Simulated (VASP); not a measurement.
# LuSi2Ge3 (R32) in VASP: a series of runs

LuSi2Ge3 is run at these levels: PBE; tasks: single point.

Program: VASP 6.6.1. These are calculated values, not measurements. Logs are shortened: lines on timing, memory, paths and dates and some standing lists are left out, and cuts for length are marked.

## 1. The cell of the first run

It takes space group R32 (No. 155, trigonal). The conventional cell has a = 6.946 Å, b = 6.946 Å, c = 9.106 Å, α = 90.00°, β = 90.00°, γ = 120.00°. Within 3.8 Å of Lu (site symmetry 32) lie 2 Si at 2.85 Å and 6 Ge at 2.90 Å. Within 3.5 Å of Si (site symmetry 3) lie 6 Ge at 2.65 to 2.81 Å and 1 Lu at 2.85 Å and 1 Si at 3.41 Å. Ge (site symmetry 2) has 4 Si at 2.65 to 2.81 Å and 2 Lu at 2.90 Å and 4 Ge at 3.08 to 3.51 Å within 3.6 Å.

The cell was built from a structure type or drawn by symmetry, and may not be a known phase.

## 2. Single point, PBE

INCAR reads:

```
SYSTEM = LuSi2Ge3
PREC = Accurate ; ENCUT = 520
EDIFF = 1E-6 ; ISMEAR = 0
SIGMA = 0.1 ; LREAL = .FALSE.
LASPH = .TRUE. ; NELM = 60
ALGO = Normal ; ISIF = 2
LWAVE = .FALSE. ; LCHARG = .FALSE.
GGA = PE ; NBANDS = 46
```

KPOINTS reads:

```
Automatic mesh
0
G
  3 3 3
  0 0 0
```

POSCAR reads:

```
LuSi2Ge3
1.0
    3.4729234610      2.0050932951      3.0353680157
   -3.4729234610      2.0050932951      3.0353680157
    0.0000000000     -4.0101865901      3.0353680157
Lu Si Ge
1 2 3
Direct
    0.5000000000      0.5000000000      0.5000000000
    0.8126282550      0.8126282550      0.8126282550
    0.1873717450      0.1873717450      0.1873717450
    0.2914273235      0.7085726765      0.0000000000
    0.0000000000      0.2914273235      0.7085726765
    0.7085726765      0.0000000000      0.2914273235
```

Potentials or basis: VASP PAW PBE potentials, release 64 (Lu, Si, Ge_d).

Launch:

```bash
cat potpaw_PBE.64/Lu/POTCAR potpaw_PBE.64/Si/POTCAR potpaw_PBE.64/Ge_d/POTCAR > POTCAR
mpirun -np 1 vasp_std > vasp.out
```

OUTCAR:

```text
SYSTEM = LuSi2Ge3
   PREC = Accurate
   ENCUT = 520
   EDIFF = 1E-6
   ISMEAR = 0
   LREAL = .FALSE.
   LASPH = .TRUE.
   NELM = 60
   ISIF = 2
   GGA = PE

 ion  position               nearest neighbor table
   1  0.500  0.500  0.500-   2 2.85   3 2.85   4 2.90   4 2.90   5 2.90   6 2.90   6 2.90   5 2.90

   2  0.813  0.813  0.813-   6 2.65   4 2.65   5 2.65   6 2.81   4 2.81   5 2.81   1 2.85
   3  0.187  0.187  0.187-   5 2.65   4 2.65   6 2.65   5 2.81   4 2.81   6 2.81   1 2.85
   4  0.291  0.709  0.000-   2 2.65   3 2.65   2 2.81   3 2.81   1 2.90   1 2.90
   5  0.000  0.291  0.709-   3 2.65   2 2.65   3 2.81   2 2.81   1 2.90   1 2.90
   6  0.709  0.000  0.291-   2 2.65   3 2.65   2 2.81   3 2.81   1 2.90   1 2.90

  LATTYP: Found a trigonal (rhomboedric) cell.
 ALAT       =     5.0294190001
 COS(alpha) =     0.0463592874

  Lattice vectors:

 A1 = (   3.4729234610,   2.0050932951,   3.0353680157)
 A2 = (  -3.4729234610,   2.0050932951,   3.0353680157)
 A3 = (   0.0000000000,  -4.0101865901,   3.0353680157)

Analysis of symmetry for initial positions (statically):
=====================================================================
 Subroutine PRICEL returns:
 Original cell was already a primitive cell.

 Routine SETGRP: Setting up the symmetry group for a
 trigonal (rhombohedral) supercell.

 Subroutine GETGRP returns: Found  6 space group operations
 (whereof  6 operations were pure point group operations)
 out of a pool of 12 trial point group operations.

The static configuration has the point symmetry D_3 .

Analysis of symmetry for dynamics (positions and initial velocities):
=====================================================================
 Subroutine PRICEL returns:
 Original cell was already a primitive cell.

 Routine SETGRP: Setting up the symmetry group for a
 trigonal (rhombohedral) supercell.

 Subroutine GETGRP returns: Found  6 space group operations
 (whereof  6 operations were pure point group operations)
 out of a pool of 12 trial point group operations.

The dynamic configuration has the point symmetry D_3 .

 Subroutine INISYM returns: Found  6 space group operations
 (whereof  6 operations are pure point group operations),
 and found     1 'primitive' translations

----------------------------------------------------------------------------------------

                                     Primitive cell

  volume of cell :     126.8214

  direct lattice vectors                    reciprocal lattice vectors
     3.472923461  2.005093295  3.035368016     0.143970924  0.083121652  0.109816448
    -3.472923461  2.005093295  3.035368016    -0.143970924  0.083121652  0.109816448
     0.000000000 -4.010186590  3.035368016     0.000000000 -0.166243304  0.109816448

  length of vectors
     5.029419000  5.029419000  5.029419000     0.199239776  0.199239776  0.199239776

  position of ions in fractional coordinates (direct lattice)
     0.500000000  0.500000000  0.500000000
     0.812628255  0.812628255  0.812628255
     0.187371745  0.187371745  0.187371745
     0.291427324  0.708572676  0.000000000
     0.000000000  0.291427324  0.708572676
     0.708572676  0.000000000  0.291427324

  ion indices of the primitive-cell ions
   primitive index   ion index
                 1           1
                 2           2
                 3           3
                 4           4
                 5           5
                 6           6

----------------------------------------------------------------------------------------

 KPOINTS: Automatic mesh

Automatic generation of k-mesh.
 Grid dimensions read from file:
 generate k-points for:    3    3    3

 Generating k-lattice:

  Cartesian coordinates                     Fractional coordinates (reciprocal lattice)
     0.047990308  0.027707217  0.036605483     0.333333333 -0.000000000  0.000000000
    -0.047990308  0.027707217  0.036605483    -0.000000000  0.333333333  0.000000000
     0.000000000 -0.055414435  0.036605483     0.000000000  0.000000000  0.333333333

  Length of vectors
     0.066413259  0.066413259  0.066413259

  Shift w.r.t. Gamma in fractional coordinates (k-lattice)
     0.000000000  0.000000000  0.000000000

 Subroutine IBZKPT returns following result:
 ===========================================

 Found      6 irreducible k-points:

 Following reciprocal coordinates:
            Coordinates               Weight
  0.000000  0.000000  0.000000      1.000000
  0.333333  0.000000  0.000000      6.000000
  0.333333  0.333333  0.000000      6.000000
 -0.333333  0.333333  0.000000      6.000000
  0.333333  0.333333  0.333333      2.000000
 -0.333333  0.333333  0.333333      6.000000
   k-points           NKPTS =      6   k-points in BZ     NKDIM =      6   number of bands    NBANDS=     46
   number of dos      NEDOS =    301   number of ions     NIONS =      6
   total plane-waves  NPLWV =  64000
   dimension x,y,z NGX =    40 NGY =   40 NGZ =   40
   dimension x,y,z NGXF=    80 NGYF=   80 NGZF=   80
   ions per type =               1   2   3
   NGX,Y,Z   is equivalent  to a cutoff of  13.22, 13.22, 13.22 a.u.
   NGXF,Y,Z  is equivalent  to a cutoff of  26.44, 26.44, 26.44 a.u.
 SYSTEM =  LuSi2Ge3
   PREC   = accura    normal or accurate (medium, high low for compatibility)
   ISTART =      0    job   : 0-new  1-cont  2-samecut
   ICHARG =      2    charge: 1-file 2-atom 10-const
   ISPIN  =      1    spin polarized calculation?
   LNONCOLLINEAR =      F non collinear calculations
   LSORBIT =      F    spin-orbit coupling
   LASPH  =      T    aspherical Exc in radial PAW
   ENCUT  =  520.0 eV  38.22 Ry    6.18 a.u.   9.35  9.35  9.35*2*pi/ulx,y,z
   NELM   =     60;   NELMIN=  2; NELMDL= -5     # of ELM steps
   EDIFF  = 0.1E-05   stopping-criterion for ELM
   LREAL  =      F    real-space projection
   EDIFFG = 0.1E-04   stopping-criterion for IOM
   NSW    =      0    number of steps for IOM
   IBRION =     -1    ionic relax: 0-MD 1-quasi-New 2-CG
   NFREE  =      0    steps in history (QN), initial steepest desc. (CG)
   ISIF   =      2    stress and relaxation
   ISYM   =      2    0-nonsym 1-usesym 2-fastsym
   POTIM  = 0.5000    time-step for ionic-motion
   TEBEG  =    0.0;   TEEND  =   0.0 temperature during run
   PSTRESS=    0.0 pullay stress
   NELECT =      75.0000    total number of electrons
   NUPDOWN=      -1.0000    fix difference up-down
   EMIN   =  10.00;   EMAX   =-10.00  energy-range for DOS
   EFERMI =   0.00;   METHOD = LEGACY
   ISMEAR =     0;   SIGMA  =   0.10  broadening in eV -4-tet -1-fermi 0-gaus
   EFERMI_NEDOS =   21; number of points for ismear=-14 and -15
   IALGO  =     38    algorithm
   IMIX   =      4    mixing-type and parameters
     AMIX     =   0.40;   BMIX     =  1.00
     AMIX_MAG =   1.60;   BMIX_MAG =  1.00
  volume/ion in A,a.u.               =      21.14       142.64
  Fermi-wavevector in a.u.,A,eV,Ry     =   1.374140  2.596749 25.691363  1.888262
  Thomas-Fermi vector in A             =   2.499594
   LORBIT       =      0    0 simple, 1 ext, 2 COOP (PROOUT), +10 PAW based schemes
   GGA     = PE    functional components
   LHFCALC =     F    Hartree Fock is set to
   AEXX    =    0.0000 exact exchange contribution
   IVDW    =     0    specifies the selected vdW correction
   LEPSILON=     F    determine dielectric tensor
   LRPA    =     F    only Hartree local field effects (RPA)
 non-spin polarized calculation
 Gauss-broadening in eV      SIGMA  =   0.10
  energy-cutoff  :      520.00
  volume of cell :      126.82
 maximum number of plane-waves:      3419
 NGX is ok and might be reduce to    40
   NGX = 19   NGY = 19   NGZ = 19

 number of electron      74.9999997 magnetization

 Free energy of the ion-electron system (eV)
  ---------------------------------------------------
  ext. energy  EPLUGINS =         0.00000000
  ---------------------------------------------------
  free energy    TOTEN  =       -28.11179547 eV

  energy without entropy =      -28.10141736  energy(sigma->0) =      -28.10660641

 E-fermi :   5.4582     XC(G=0): -10.4609

 val. band max:        5.1712682472   @ k =  -0.3333   0.3333   0.0000
 cond. band min:       5.5070555943   @ k =  -0.3333   0.3333   0.3333
 fundamental gap:      0.3357873470
 Fermi energy:         5.4581785713

 k-point     1 :       0.0000    0.0000    0.0000
  band No.  band energies     occupation
      1     -50.8640      2.00000
      2     -21.6236      2.00000
      3     -21.6236      2.00000
      4     -21.5143      2.00000
      5     -19.0830      2.00000
      6     -19.0638      2.00000
[... 38 lines left out ...]
     45       8.9463      0.00000
     46       9.1174      0.00000

 k-point     2 :       0.3333    0.0000    0.0000
  band No.  band energies     occupation
      1     -50.8639      2.00000
      2     -21.6259      2.00000
      3     -21.6221      2.00000
      4     -21.5155      2.00000
      5     -19.0754      2.00000
      6     -19.0638      2.00000
[... 38 lines left out ...]
     45       9.2561      0.00000
     46       9.6618      0.00000

 k-point     3 :       0.3333    0.3333    0.0000
  band No.  band energies     occupation
      1     -50.8639      2.00000
      2     -21.6262      2.00000
      3     -21.6223      2.00000
      4     -21.5167      2.00000
      5     -19.0719      2.00000
      6     -19.0629      2.00000
[... 38 lines left out ...]
     45       9.5564      0.00000
     46       9.8235      0.00000

 k-point     4 :      -0.3333    0.3333    0.0000
  band No.  band energies     occupation
      1     -50.8639      2.00000
      2     -21.6261      2.00000
      3     -21.6225      2.00000
      4     -21.5166      2.00000
      5     -19.0795      2.00000
      6     -19.0613      2.00000
[... 38 lines left out ...]
     45       9.7082      0.00000
     46       9.7670      0.00000

 k-point     5 :       0.3333    0.3333    0.3333
  band No.  band energies     occupation
      1     -50.8639      2.00000
      2     -21.6259      2.00000
      3     -21.6230      2.00000
      4     -21.5179      2.00000
      5     -19.0775      2.00000
      6     -19.0592      2.00000
[... 38 lines left out ...]
     45       9.1637      0.00000
     46       9.8343      0.00000

 k-point     6 :      -0.3333    0.3333    0.3333
  band No.  band energies     occupation
      1     -50.8639      2.00000
      2     -21.6250      2.00000
      3     -21.6240      2.00000
      4     -21.5178      2.00000
      5     -19.0733      2.00000
      6     -19.0615      2.00000
[... 38 lines left out ...]
     45       9.5970      0.00000
     46       9.7056      0.00000

------------------------ aborting loop because EDIFF is reached ----------------------------------------

  FORCE on cell =-STRESS in cart. coord.  units (eV):
  Direction    XX          YY          ZZ          XY          YZ          ZX
  --------------------------------------------------------------------------------------
  -------------------------------------------------------------------------------------
  Total        0.0413713      0.0413713      0.0172089      0.0000000      0.0000000      0.0000000
  in kB        0.5226573      0.5226573      0.2174061      0.0000000      0.0000000      0.0000000
  external PRESSURE =       0.4209069 kB  Pullay stress =       0.0000000 kB

 VOLUME and BASIS-vectors are now :
 -----------------------------------------------------------------------------
  energy-cutoff  :      520.00
  volume of cell :      126.82
      direct lattice vectors                 reciprocal lattice vectors
     3.472923461  2.005093295  3.035368016     0.143970924  0.083121652  0.109816448
    -3.472923461  2.005093295  3.035368016    -0.143970924  0.083121652  0.109816448
     0.000000000 -4.010186590  3.035368016     0.000000000 -0.166243304  0.109816448

 POSITION                                       TOTAL-FORCE (eV/Angst)
 -----------------------------------------------------------------------------------
      0.00000      0.00000      4.55305         0.000000      0.000000     -0.000000
      0.00000      0.00000      7.39988         0.000000     -0.000000     -0.011626
      0.00000      0.00000      1.70623         0.000000      0.000000      0.011626
     -1.44871      2.00509      3.03537         0.008029      0.000000     -0.000000
     -1.01210     -2.25717      3.03537        -0.004014      0.006953     -0.000000
      2.46082      0.25208      3.03537        -0.004014     -0.006953     -0.000000
 -----------------------------------------------------------------------------------
    total drift:                                0.000000      0.000000     -0.000000

  FREE ENERGIE OF THE ION-ELECTRON SYSTEM (eV)
  ---------------------------------------------------
  free  energy   TOTEN  =       -28.1117954661 eV

  energy  without entropy=      -28.1014173615  energy(sigma->0) =      -28.10660641
```

Run time: 24 s. Hardware: 1 thread of Intel Xeon 6975P-C (Granite Rapids), shared host; peak memory 0.26 GiB.

What came out:

```yaml
Free_energy: -28.1118 eV
Pressure: 0.0 GPa
Largest_force: 0.012 eV/Å
Band_gap_on_the_k_mesh: zero (an odd number of electrons rules out a gap without spin polarisation)
```

Forces in eV/Å, atoms in the order of the input:
```
Lu   0.000  0.000  0.000
Si   0.000  0.000 -0.012
Si   0.000  0.000  0.012
Ge   0.008  0.000  0.000
Ge  -0.004  0.007  0.000
Ge  -0.004 -0.007  0.000
```

Levels at points of the mesh, in eV from the Fermi level:
| k point | band 35 | band 36 | band 37 | band 38 | band 39 | band 40 | band 41 | band 42 |
| --- | --- | --- | --- | --- | --- | --- | --- | --- |
| (0.00, 0.00, 0.00) | -2.19 | -2.19 | -1.21 | -1.21 | -0.86 | 1.51 | 1.51 | 2.66 |

Caveat: the k points lie up to 0.42 Å⁻¹ apart, too coarse for converged energies and pressures of a metal; spin-orbit coupling is left out, which moves the levels of the heavy elements.

## 3. Single point, PBE

This run uses another cell than the first one, of 21.90 Å³/atom.

INCAR reads:

```
ALGO = Normal
EDIFF = 1E-7
ENCUT = 520
GGA = PE
ISIF = 2
ISMEAR = 0
LASPH = True
LCHARG = False
LREAL = False
LWAVE = False
NBANDS = 46
NELM = 60
PREC = Accurate
SIGMA = 0.1
```

KPOINTS reads:

```
k-points
0
Gamma
  3 3 3
```

POSCAR reads:

```
LuSi2Ge3
1.0
    3.2514633700      1.8772332500      3.5884568100
   -3.2514633700      1.8772332500      3.5884568100
    0.0000000000     -3.7544665000      3.5884568100
Lu Si Ge
1 2 3
Direct
    0.5000000000      0.5000000000      0.5000000000
    0.8599414700      0.8599414700      0.8599414700
    0.1400585300      0.1400585300      0.1400585300
    0.1844627300      0.8155372700      0.0000000000
    0.0000000000      0.1844627300      0.8155372700
    0.8155372700      0.0000000000      0.1844627300
```

Potentials or basis: VASP PAW PBE potentials, release 64 (Lu, Si, Ge_d).

Launch:

```bash
cat potpaw_PBE.64/Lu/POTCAR potpaw_PBE.64/Si/POTCAR potpaw_PBE.64/Ge_d/POTCAR > POTCAR
mpirun -np 1 vasp_std > vasp.out
```

Wall time 42 s (1 thread of Intel Xeon 6975P-C (Granite Rapids), shared host); peak memory 0.26 GiB.

It converged, with:

* Free energy: -10.5912 eV
* Pressure: 57.2 GPa
* Largest force: 23.789 eV/Å
* Band gap on the k mesh: zero (an odd number of electrons rules out a gap without spin polarisation)

Forces on the atoms (eV/Å):
```
Lu    0.000   0.000   0.000
Si    0.000   0.000 -22.614
Si    0.000   0.000  22.614
Ge   23.789   0.000   0.000
Ge  -11.894  20.602   0.000
Ge  -11.894 -20.602   0.000
```

Stress tensor (GPa, compression positive):
```
48.63  0.00  0.00
 0.00 48.63  0.00
 0.00  0.00 74.35
```

Levels at points of the mesh, in eV from the Fermi level:
| k point | band 33 | band 34 | band 35 | band 36 | band 37 | band 38 | band 39 | band 40 | band 41 | band 42 |
| --- | --- | --- | --- | --- | --- | --- | --- | --- | --- | --- |
| (0.00, 0.00, 0.00) | -4.66 | -2.78 | -2.78 | -1.87 | -1.66 | 1.02 | 1.27 | 1.27 | 1.89 | 1.89 |

Caveat: the k points lie up to 0.42 Å⁻¹ apart, too coarse for converged energies and pressures of a metal; spin-orbit coupling is left out, which moves the levels of the heavy elements; forces of over 1 eV/Å act on the atoms, so gaps and moduli don't describe the material at rest.
